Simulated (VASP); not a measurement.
Wanted: the native input for a VASP 6.6.1 run.

* Task: single point
* Functional: PBE
* Potentials or basis: VASP PAW PBE potentials, release 64 (Co, Pt, O)
* Cutoff: 520 eV
* k mesh: 18 × 18 × 18
* Occupations: gaussian, width 0.1 eV
* Spin: no spin polarisation
* Hubbard terms: Co d U = 3.32 eV
* Dipole correction: no
* Further INCAR settings: ALGO = Normal; EDIFF = 1e-06; NBANDS = 24

The structure of CoPtO2 lies in POSCAR:

```
CoPtO2
1.0
    1.4164358748      0.8177796336      5.9448772252
   -1.4164358748      0.8177796336      5.9448772252
    0.0000000000     -1.6355592672      5.9448772252
Co Pt O
1 1 2
Direct
    0.5000000000      0.5000000000      0.5000000000
    0.0000000000      0.0000000000      0.0000000000
    0.8881989805      0.8881989805      0.8881989805
    0.1118010195      0.1118010195      0.1118010195
```

The input as run:

INCAR

```
SYSTEM = CoPtO2
PREC = Accurate
ENCUT = 520
EDIFF = 1E-6
ISMEAR = 0
SIGMA = 0.1
LREAL = .FALSE.
LASPH = .TRUE.
NELM = 150
ALGO = Normal
ISIF = 2
LWAVE = .FALSE.
LCHARG = .TRUE.
LMAXMIX = 4
LDAU = .TRUE.
LDAUTYPE = 2
LDAUL = 2 -1 -1
LDAUU = 3.32 0 0
LDAUJ = 0 0 0
LDAUPRINT = 1
GGA = PE
LELF = .TRUE.
LVHAR = .TRUE.
NBANDS = 24
```

KPOINTS

```
regular mesh
0
G
  18 18 18
  0 0 0
```

Potentials or basis: VASP PAW PBE potentials, release 64 (Co, Pt, O).

Launch:

```sh
$ cat potpaw_PBE.64/Co/POTCAR potpaw_PBE.64/Pt/POTCAR potpaw_PBE.64/O/POTCAR > POTCAR
$ mpirun -np 1 vasp_std > vasp.out
```

It gave:

```yaml
Pressure: 3.8 GPa
Largest_force: 0.108 eV/Å
Band_gap_on_the_k_mesh: zero (an odd number of electrons rules out a gap without spin polarisation)
```

Caveat: the cell stands under pressure; spin-orbit coupling is left out, which moves the levels of the heavy elements; an odd number of electrons without spin polarisation forces a metal; a magnetic or distorted state may lie lower; the run has no spin polarisation, though such a crystal can be magnetic; U without spin polarisation on a metal has little footing.

Wall time 70 min on 1 thread of Oxide Virtual Turin-like Processor (shared host), peak memory 0.77 GiB.
